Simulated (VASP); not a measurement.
# SnSe (F-43m) in VASP: further runs

SnSe is run at these levels: PBE; tasks: single point, relaxation of cell and atoms.

All numbers are computed with VASP 6.6.1; they aren't measurements. Logs are shortened: lines on timing, memory, paths and dates and some standing lists are left out, and cuts for length are marked.

**1. The cell of the first run**

Symmetry: F-43m, No. 216, cubic system. The conventional cell has a = 6.242 Å, b = 6.242 Å, c = 6.242 Å, α = 90.00°, β = 90.00°, γ = 90.00°. Sn (site symmetry -43m) has 4 Se at 2.70 Å within 3.6 Å. Se (site symmetry -43m) has 4 Sn at 2.70 Å within 3.6 Å.

**2. Single point, PBE**

INCAR reads:

```
SYSTEM = SnSe
PREC = Accurate ; ENCUT = 520
EDIFF = 1E-6 ; ISMEAR = 0
SIGMA = 0.1 ; LREAL = .FALSE.
LASPH = .TRUE. ; NELM = 100
ALGO = Normal ; ISIF = 2
LWAVE = .FALSE. ; LCHARG = .FALSE.
GGA = PE ; NBANDS = 17
```

KPOINTS reads:

```
regular mesh
0
G
  6 6 6
  0 0 0
```

POSCAR reads:

```
SnSe
1.0
    0.0000000000      3.1211555600      3.1211555600
    3.1211555600      0.0000000000      3.1211555600
    3.1211555600      3.1211555600      0.0000000000
Sn Se
1 1
Direct
    0.0000000000      0.0000000000      0.0000000000
    0.7500000000      0.7500000000      0.7500000000
```

Potentials or basis: VASP PAW PBE potentials, release 64 (Sn_d, Se).

Launch:

```console
> cat potpaw_PBE.64/Sn_d/POTCAR potpaw_PBE.64/Se/POTCAR > POTCAR
> mpirun -np 1 vasp_std > vasp.out
```

OUTCAR:

```text
SYSTEM = SnSe
   PREC = Accurate
   ENCUT = 520
   EDIFF = 1E-6
   ISMEAR = 0
   LREAL = .FALSE.
   LASPH = .TRUE.
   NELM = 100
   ISIF = 2
   GGA = PE

 ion  position               nearest neighbor table
   1  0.000  0.000  0.000-   2 2.70   2 2.70   2 2.70   2 2.70
   2  0.750  0.750  0.750-   1 2.70   1 2.70   1 2.70   1 2.70

  LATTYP: Found a face centered cubic cell.
 ALAT       =     6.2423111200

  Lattice vectors:

 A1 = (   0.0000000000,   3.1211555600,   3.1211555600)
 A2 = (   3.1211555600,   0.0000000000,   3.1211555600)
 A3 = (   3.1211555600,   3.1211555600,   0.0000000000)

Analysis of symmetry for initial positions (statically):
=====================================================================
 Subroutine PRICEL returns:
 Original cell was already a primitive cell.

 Routine SETGRP: Setting up the symmetry group for a
 face centered cubic supercell.

 Subroutine GETGRP returns: Found 24 space group operations
 (whereof 24 operations were pure point group operations)
 out of a pool of 48 trial point group operations.

The static configuration has the point symmetry T_d .

Analysis of symmetry for dynamics (positions and initial velocities):
=====================================================================
 Subroutine PRICEL returns:
 Original cell was already a primitive cell.

 Routine SETGRP: Setting up the symmetry group for a
 face centered cubic supercell.

 Subroutine GETGRP returns: Found 24 space group operations
 (whereof 24 operations were pure point group operations)
 out of a pool of 48 trial point group operations.

The dynamic configuration has the point symmetry T_d .

 Subroutine INISYM returns: Found 24 space group operations
 (whereof 24 operations are pure point group operations),
 and found     1 'primitive' translations

----------------------------------------------------------------------------------------

                                     Primitive cell

  volume of cell :      60.8102

  direct lattice vectors                    reciprocal lattice vectors
     0.000000000  3.121155560  3.121155560    -0.160197078  0.160197078  0.160197078
     3.121155560  0.000000000  3.121155560     0.160197078 -0.160197078  0.160197078
     3.121155560  3.121155560  0.000000000     0.160197078  0.160197078 -0.160197078

  length of vectors
     4.413980523  4.413980523  4.413980523     0.277469478  0.277469478  0.277469478

  position of ions in fractional coordinates (direct lattice)
     0.000000000  0.000000000  0.000000000
     0.750000000  0.750000000  0.750000000

  ion indices of the primitive-cell ions
   primitive index   ion index
                 1           1
                 2           2

----------------------------------------------------------------------------------------

 KPOINTS: regular mesh

Automatic generation of k-mesh.
 Grid dimensions read from file:
 generate k-points for:    6    6    6

 Generating k-lattice:

  Cartesian coordinates                     Fractional coordinates (reciprocal lattice)
    -0.026699513  0.026699513  0.026699513     0.166666667  0.000000000  0.000000000
     0.026699513 -0.026699513  0.026699513     0.000000000  0.166666667  0.000000000
     0.026699513  0.026699513 -0.026699513     0.000000000  0.000000000  0.166666667

  Length of vectors
     0.046244913  0.046244913  0.046244913

  Shift w.r.t. Gamma in fractional coordinates (k-lattice)
     0.000000000  0.000000000  0.000000000

 Subroutine IBZKPT returns following result:
 ===========================================

 Found     16 irreducible k-points:

 Following reciprocal coordinates:
            Coordinates               Weight
  0.000000  0.000000  0.000000      1.000000
  0.166667  0.000000  0.000000      8.000000
  0.333333  0.000000  0.000000      8.000000
  0.500000  0.000000  0.000000      4.000000
  0.166667  0.166667  0.000000      6.000000
  0.333333  0.166667  0.000000     24.000000
[... 8 lines left out ...]
 -0.333333  0.333333  0.166667     24.000000
 -0.333333  0.500000  0.166667     12.000000
   k-points           NKPTS =     16   k-points in BZ     NKDIM =     16   number of bands    NBANDS=     17
   number of dos      NEDOS =    301   number of ions     NIONS =      2
   total plane-waves  NPLWV =  46656
   dimension x,y,z NGX =    36 NGY =   36 NGZ =   36
   dimension x,y,z NGXF=    72 NGYF=   72 NGZF=   72
   ions per type =               1   1
   NGX,Y,Z   is equivalent  to a cutoff of  13.56, 13.56, 13.56 a.u.
   NGXF,Y,Z  is equivalent  to a cutoff of  27.12, 27.12, 27.12 a.u.
 SYSTEM =  SnSe
   PREC   = accura    normal or accurate (medium, high low for compatibility)
   ISTART =      0    job   : 0-new  1-cont  2-samecut
   ICHARG =      2    charge: 1-file 2-atom 10-const
   ISPIN  =      1    spin polarized calculation?
   LNONCOLLINEAR =      F non collinear calculations
   LSORBIT =      F    spin-orbit coupling
   LASPH  =      T    aspherical Exc in radial PAW
   ENCUT  =  520.0 eV  38.22 Ry    6.18 a.u.   8.21  8.21  8.21*2*pi/ulx,y,z
   NELM   =    100;   NELMIN=  2; NELMDL= -5     # of ELM steps
   EDIFF  = 0.1E-05   stopping-criterion for ELM
   LREAL  =      F    real-space projection
   EDIFFG = 0.1E-04   stopping-criterion for IOM
   NSW    =      0    number of steps for IOM
   IBRION =     -1    ionic relax: 0-MD 1-quasi-New 2-CG
   NFREE  =      0    steps in history (QN), initial steepest desc. (CG)
   ISIF   =      2    stress and relaxation
   ISYM   =      2    0-nonsym 1-usesym 2-fastsym
   POTIM  = 0.5000    time-step for ionic-motion
   TEBEG  =    0.0;   TEEND  =   0.0 temperature during run
   PSTRESS=    0.0 pullay stress
   NELECT =      20.0000    total number of electrons
   NUPDOWN=      -1.0000    fix difference up-down
   EMIN   =  10.00;   EMAX   =-10.00  energy-range for DOS
   EFERMI =   0.00;   METHOD = LEGACY
   ISMEAR =     0;   SIGMA  =   0.10  broadening in eV -4-tet -1-fermi 0-gaus
   EFERMI_NEDOS =   21; number of points for ismear=-14 and -15
   IALGO  =     38    algorithm
   IMIX   =      4    mixing-type and parameters
     AMIX     =   0.40;   BMIX     =  1.00
     AMIX_MAG =   1.60;   BMIX_MAG =  1.00
  volume/ion in A,a.u.               =      30.41       205.18
  Fermi-wavevector in a.u.,A,eV,Ry     =   1.130037  2.135461 17.374424  1.276984
  Thomas-Fermi vector in A             =   2.266732
   LORBIT       =      0    0 simple, 1 ext, 2 COOP (PROOUT), +10 PAW based schemes
   GGA     = PE    functional components
   LHFCALC =     F    Hartree Fock is set to
   AEXX    =    0.0000 exact exchange contribution
   IVDW    =     0    specifies the selected vdW correction
   LEPSILON=     F    determine dielectric tensor
   LRPA    =     F    only Hartree local field effects (RPA)
 non-spin polarized calculation
 Gauss-broadening in eV      SIGMA  =   0.10
  energy-cutoff  :      520.00
  volume of cell :       60.81
 maximum number of plane-waves:      1660
 NGX is ok and might be reduce to    36
   NGX = 17   NGY = 17   NGZ = 17

 number of electron      19.9999997 magnetization

 Free energy of the ion-electron system (eV)
  ---------------------------------------------------
  ext. energy  EPLUGINS =         0.00000000
  ---------------------------------------------------
  free energy    TOTEN  =        -7.24639982 eV

  energy without entropy =       -7.24381009  energy(sigma->0) =       -7.24510495

 E-fermi :   5.1716     XC(G=0):  -8.8492

 val. band max:        4.9618513937   @ k =  -0.3333   0.3333   0.1667
 cond. band min:       5.2186635422   @ k =  -0.3333   0.5000   0.1667
 fundamental gap:      0.2568121485
 Fermi energy:         5.1716388031

 k-point     1 :       0.0000    0.0000    0.0000
  band No.  band energies     occupation
      1     -16.7964      2.00000
      2     -16.7964      2.00000
      3     -16.7964      2.00000
      4     -16.7556      2.00000
      5     -16.7556      2.00000
      6      -9.6266      2.00000
[... 9 lines left out ...]
     16      12.5921      0.00000
     17      13.8191      0.00000

 k-point     2 :       0.1667    0.0000    0.0000
  band No.  band energies     occupation
      1     -16.7998      2.00000
      2     -16.7940      2.00000
      3     -16.7940      2.00000
      4     -16.7555      2.00000
      5     -16.7555      2.00000
      6      -9.4593      2.00000
[... 9 lines left out ...]
     16      11.7895      0.00000
     17      13.1890      0.00000

 k-point     3 :       0.3333    0.0000    0.0000
  band No.  band energies     occupation
      1     -16.8067      2.00000
      2     -16.7899      2.00000
      3     -16.7899      2.00000
      4     -16.7546      2.00000
      5     -16.7546      2.00000
      6      -9.0698      2.00000
[... 9 lines left out ...]
     16      12.0587      0.00000
     17      14.4617      0.00000

 k-point     4 :       0.5000    0.0000    0.0000
  band No.  band energies     occupation
      1     -16.8101      2.00000
      2     -16.7882      2.00000
      3     -16.7882      2.00000
      4     -16.7539      2.00000
      5     -16.7539      2.00000
      6      -8.8353      2.00000
[... 9 lines left out ...]
     16      13.3646      0.00000
     17      13.3646      0.00000
[... 183 lines left out ...]
      1     -16.8145      2.00000
      2     -16.7859      2.00000
      3     -16.7827      2.00000
      4     -16.7580      2.00000
      5     -16.7525      2.00000
      6      -8.7829      2.00000
[... 9 lines left out ...]
     16      14.0585      0.00000
     17      15.1231      0.00000

 k-point    15 :      -0.3333    0.3333    0.1667
  band No.  band energies     occupation
      1     -16.8155      2.00000
      2     -16.7860      2.00000
      3     -16.7805      2.00000
      4     -16.7574      2.00000
      5     -16.7531      2.00000
      6      -8.6126      2.00000
[... 9 lines left out ...]
     16      13.7868      0.00000
     17      14.9488      0.00000

 k-point    16 :      -0.3333    0.5000    0.1667
  band No.  band energies     occupation
      1     -16.8198      2.00000
      2     -16.7831      2.00000
      3     -16.7777      2.00000
      4     -16.7596      2.00000
      5     -16.7516      2.00000
      6      -8.5324      2.00000
[... 9 lines left out ...]
     16      14.3890      0.00000
     17      14.5047      0.00000

------------------------ aborting loop because EDIFF is reached ----------------------------------------

  FORCE on cell =-STRESS in cart. coord.  units (eV):
  Direction    XX          YY          ZZ          XY          YZ          ZX
  --------------------------------------------------------------------------------------
  -------------------------------------------------------------------------------------
  Total        4.4209315      4.4209315      4.4209315     -0.0000000     -0.0000000      0.0000000
  in kB      116.4791315    116.4791315    116.4791315     -0.0000000     -0.0000000      0.0000000
  external PRESSURE =     116.4791315 kB  Pullay stress =       0.0000000 kB

 VOLUME and BASIS-vectors are now :
 -----------------------------------------------------------------------------
  energy-cutoff  :      520.00
  volume of cell :       60.81
      direct lattice vectors                 reciprocal lattice vectors
     0.000000000  3.121155560  3.121155560    -0.160197078  0.160197078  0.160197078
     3.121155560  0.000000000  3.121155560     0.160197078 -0.160197078  0.160197078
     3.121155560  3.121155560  0.000000000     0.160197078  0.160197078 -0.160197078

 POSITION                                       TOTAL-FORCE (eV/Angst)
 -----------------------------------------------------------------------------------
      0.00000      0.00000      0.00000         0.000000      0.000000      0.000000
      4.68173      4.68173      4.68173        -0.000000     -0.000000     -0.000000
 -----------------------------------------------------------------------------------
    total drift:                                0.000000      0.000000     -0.000000

  FREE ENERGIE OF THE ION-ELECTRON SYSTEM (eV)
  ---------------------------------------------------
  free  energy   TOTEN  =        -7.2463998195 eV

  energy  without entropy=       -7.2438100902  energy(sigma->0) =       -7.24510495
```

Run time: 11 s. Hardware: 1 thread of Intel Xeon 6975P-C, shared host; peak memory 0.2 GiB.

What came out:

```
Free energy            : -7.2464 eV
Pressure               : 11.6 GPa
Band gap on the k mesh : zero (band 10 reaches 5.22 eV, above the bottom of band 11 at 4.57 eV)
```

Caveat: spin-orbit coupling is left out, which moves the levels of the heavy elements.

**3. Single point, PBE**

This run uses another cell than the first one, of 38.82 Å³/atom, 1.277 times its volume.

INCAR reads:

```
SYSTEM = SnSe
ALGO = Normal ; EDIFF = 1E-6
ENCUT = 520 ; GGA = PE
ISIF = 2 ; ISMEAR = 0
LASPH = .TRUE. ; LCHARG = .FALSE.
LREAL = .FALSE. ; LWAVE = .FALSE.
NBANDS = 17 ; NELM = 60
PREC = Accurate ; SIGMA = 0.1
```

KPOINTS reads:

```
k-points
0
G
  6 6 6
  0 0 0
```

POSCAR reads:

```
SnSe
1.0
    0.0000000000      3.3859622519      3.3859622519
    3.3859622519      0.0000000000      3.3859622519
    3.3859622519      3.3859622519      0.0000000000
Sn Se
1 1
Direct
    0.0000000000      0.0000000000      0.0000000000
    0.7500000000      0.7500000000      0.7500000000
```

Potentials or basis: VASP PAW PBE potentials, release 64 (Sn_d, Se).

Launch:

```console
> cat potpaw_PBE.64/Sn_d/POTCAR potpaw_PBE.64/Se/POTCAR > POTCAR
> mpirun -np 1 vasp_std > vasp.out
```

Run time: 15 s. Hardware: 1 thread of Intel Xeon 6975P-C, shared host; peak memory 0.2 GiB.

Results (log left out):

```yaml
Free_energy: -7.7549 eV
Pressure: 0.1 GPa
Band_gap_on_the_k_mesh: 0.21 eV, indirect (least direct gap 0.68 eV)
```

Levels at points of the mesh, in eV from the valence-band top:
```
           k point  band 6  band 7  band 8  band 9  band 10  band 11  band 12  band 13  band 14  band 15
(0.00, 0.00, 0.00)  -13.01   -5.21   -2.09   -2.09    -2.09     1.63     1.63     1.63     4.95     7.59
(0.50, 0.00, 0.00)  -12.58   -6.97   -2.59   -2.59    -2.01     2.38     2.38     3.43     6.49     7.53
(0.50, 0.50, 0.00)  -12.42   -7.24   -3.26   -3.26    -0.47     0.21     4.42     4.42     5.71     7.40
```

Caveat: spin-orbit coupling is left out, which moves the levels of the heavy elements.

**4. Relaxation of cell and atoms, PBE**

INCAR reads:

```
SYSTEM = SnSe
PREC = Accurate ; ENCUT = 600
EDIFF = 1E-7 ; ISMEAR = 0
SIGMA = 0.1 ; LREAL = .FALSE.
LASPH = .TRUE. ; NELM = 60
ALGO = Normal ; ISIF = 3
LWAVE = .FALSE. ; LCHARG = .FALSE.
GGA = PE ; IBRION = 2
NSW = 90 ; EDIFFG = -0.04
```

KPOINTS reads:

```
Automatic mesh
0
G
  6 6 6
  0 0 0
```

POSCAR reads:

```
SnSe
1.0
    0.0000000000      3.1211555600      3.1211555600
    3.1211555600      0.0000000000      3.1211555600
    3.1211555600      3.1211555600      0.0000000000
Sn Se
1 1
Direct
    0.0000000000      0.0000000000      0.0000000000
    0.7500000000      0.7500000000      0.7500000000
```

Launch:

```console
> cat potpaw_PBE.64/Sn_d/POTCAR potpaw_PBE.64/Se/POTCAR > POTCAR
> mpirun -np 1 vasp_std > vasp.out
```

It took 37 s on 1 thread of Intel Xeon 6975P-C, shared host; peak memory 0.22 GiB.

The run converged. Its results:

```yaml
Free_energy: -7.7527 eV
Relaxed_volume: 38.74 Å³/atom
Relaxed_cell: a = 4.785 Å, b = 4.785 Å, c = 4.785 Å, α = 60.00°, β = 60.00°, γ = 60.00°
Space_group_after_relaxing_to_0.05_Å: F-43m (No. 216)
Energy_gained_by_relaxing: 253.1 meV/atom
Ionic_steps: 3
Pressure_after_relaxing: 0.2 GPa
Band_gap_on_the_k_mesh: 0.20 eV, indirect (least direct gap 0.67 eV)
```

Step by step:
```
step  energy change (eV)  largest force (eV/Å)  pressure (GPa)  volume (Å³)
   1              0.0000                0.0000           11.69        60.81
   2             -0.4826                0.0000           -1.58        82.50
   3             -0.5062                0.0000            0.16        77.48
```

Final structure:
```yaml
crystal:
  lattice:
    - [0.00000, 3.38361, 3.38361]
    - [3.38361, 0.00000, 3.38361]
    - [3.38361, 3.38361, 0.00000]
  atoms:
    - { symbol: Sn, position: [0.00000, 0.00000, 0.00000] }
    - { symbol: Se, position: [0.75000, 0.75000, 0.75000] }
```

Levels at points of the mesh, in eV from the valence-band top:
```tsv
k point	band 6	band 7	band 8	band 9	band 10	band 11	band 12	band 13	band 14
(0.00, 0.00, 0.00)	-13.03	-5.21	-2.09	-2.09	-2.09	1.63	1.63	1.63	4.95
(0.50, 0.00, 0.00)	-12.59	-6.98	-2.60	-2.60	-2.01	2.38	2.38	3.44	6.49
(0.50, 0.50, 0.00)	-12.43	-7.25	-3.28	-3.28	-0.47	0.20	4.42	4.42	5.71
```

Caveat: the volume moved by over 15 % at a fixed basis, so the end points are rough; spin-orbit coupling is left out, which moves the levels of the heavy elements. A k mesh can miss the band edges.

**5. Single point, PBE (volume scaled by 0.88)**

INCAR reads:

```
SYSTEM = SnSe
  PREC = Accurate
  ENCUT = 520
  EDIFF = 1E-6
  ISMEAR = 0
  SIGMA = 0.01
  LREAL = .False.
  LASPH = .True.
  NELM = 100
  ALGO = Normal
  ISIF = 2
  LWAVE = .False.
  LCHARG = .False.
  GGA = PE
  NBANDS = 17
```

KPOINTS reads:

```
Automatic mesh
0
Gamma
  10 10 10
  0 0 0
```

POSCAR reads:

```
SnSe
1.0
    0.0000000000      3.2493863282      3.2493863282
    3.2493863282      0.0000000000      3.2493863282
    3.2493863282      3.2493863282      0.0000000000
Sn Se
1 1
Direct
    0.0000000000      0.0000000000      0.0000000000
    0.2500000000      0.2500000000      0.2500000000
```

Launch:

```console
> cat potpaw_PBE.64/Sn_d/POTCAR potpaw_PBE.64/Se/POTCAR > POTCAR
> mpirun -np 1 vasp_std > vasp.out
```

It took 34 s on 1 thread of Intel Xeon 6975P-C, shared host; peak memory 0.23 GiB.

Results (log left out):

```yaml
Free_energy: -7.6259 eV
Pressure: 4.9 GPa
Band_gap_on_the_k_mesh: zero (band 10 reaches 4.04 eV, above the bottom of band 11 at 3.71 eV)
```

Levels at points of the mesh, in eV from the Fermi level:
| k point | band 6 | band 7 | band 8 | band 9 | band 10 | band 11 | band 12 | band 13 | band 14 | band 15 |
| --- | --- | --- | --- | --- | --- | --- | --- | --- | --- | --- |
| (0.00, 0.00, 0.00) | -13.94 | -5.12 | -2.66 | -2.66 | -2.66 | 1.38 | 1.38 | 1.38 | 4.86 | 7.41 |
| (0.50, 0.00, 0.00) | -13.34 | -7.62 | -3.25 | -3.25 | -2.33 | 2.19 | 2.19 | 3.61 | 6.34 | 7.67 |
| (0.50, 0.50, 0.00) | -13.12 | -7.91 | -4.04 | -4.04 | -0.70 | -0.26 | 4.74 | 4.74 | 5.63 | 7.74 |

Caveat: the cell differs from its parent crystal (volume scaled by 0.88); spin-orbit coupling is left out, which moves the levels of the heavy elements.

(Part 1 of 2 ends here.)
